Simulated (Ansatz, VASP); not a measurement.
**SnSe: VASP beside Ansatz**

```xyz
32
Lattice="-8.5707 8.5707 0.0000 8.5707 8.5707 0.0000 4.2853 -4.2853 -10.9907" Properties=species:S:1:pos:R:3 pbc="T T T"
Sn   -2.1427    4.2853   -6.8996
Sn    2.1427    0.0000   -6.8996
Sn   -2.1427    8.5707   -6.8996
Sn    2.1427    4.2853   -6.8996
Sn    6.4280    4.2853   -6.8996
Sn    2.1427    8.5707   -6.8996
Sn    6.4280    8.5707   -6.8996
Sn    2.1427   12.8560   -6.8996
Sn   -4.2853    6.4280   -4.0911
Sn    0.0000    2.1427   -4.0911
Sn    4.2853    2.1427   -4.0911
Sn    0.0000    6.4280   -4.0911
Sn    4.2853    6.4280   -4.0911
Sn    0.0000   10.7133   -4.0911
Sn    4.2853   10.7133   -4.0911
Sn    8.5707    6.4280   -4.0911
Se   -2.1427    4.2853   -4.2200
Se    2.1427    0.0000   -4.2200
Se   -2.1427    8.5707   -4.2200
Se    2.1427    4.2853   -4.2200
Se    6.4280    4.2853   -4.2200
Se    2.1427    8.5707   -4.2200
Se    6.4280    8.5707   -4.2200
Se    2.1427   12.8560   -4.2200
Se   -4.2853    6.4280   -6.7707
Se    0.0000    2.1427   -6.7707
Se    4.2853    2.1427   -6.7707
Se    0.0000    6.4280   -6.7707
Se    4.2853    6.4280   -6.7707
Se    0.0000   10.7133   -6.7707
Se    4.2853   10.7133   -6.7707
Se    8.5707    6.4280   -6.7707
```

Alike in both runs: task single point; functional PBE; k mesh 1 × 1 × 1; occupations gaussian, width 0.05 eV; no spin polarisation.

|  | VASP | Ansatz |
| --- | --- | --- |
| version | VASP 6.6.1 | Ansatz 0.2.0 |
| potentials or method | VASP PAW PBE potentials, release 64 (Sn_d, Se), cutoff 520 eV | scalar-relativistic, plane waves, PAW |
| valence electrons in the cell | 320 | 480 |

```csv
,VASP,Ansatz,Ansatz less VASP
gap on the k mesh at the Fermi level (eV),1.66,1.67,+0.006
rms of the force components (eV/Å),0.271,0.274,+0.0031
```

Atom by atom the forces differ by 0.003 eV/Å (rms over components). VASP's potentials hold 320 valence electrons a cell and Ansatz's 480, so a difference there can come from the potentials and not from the codes.
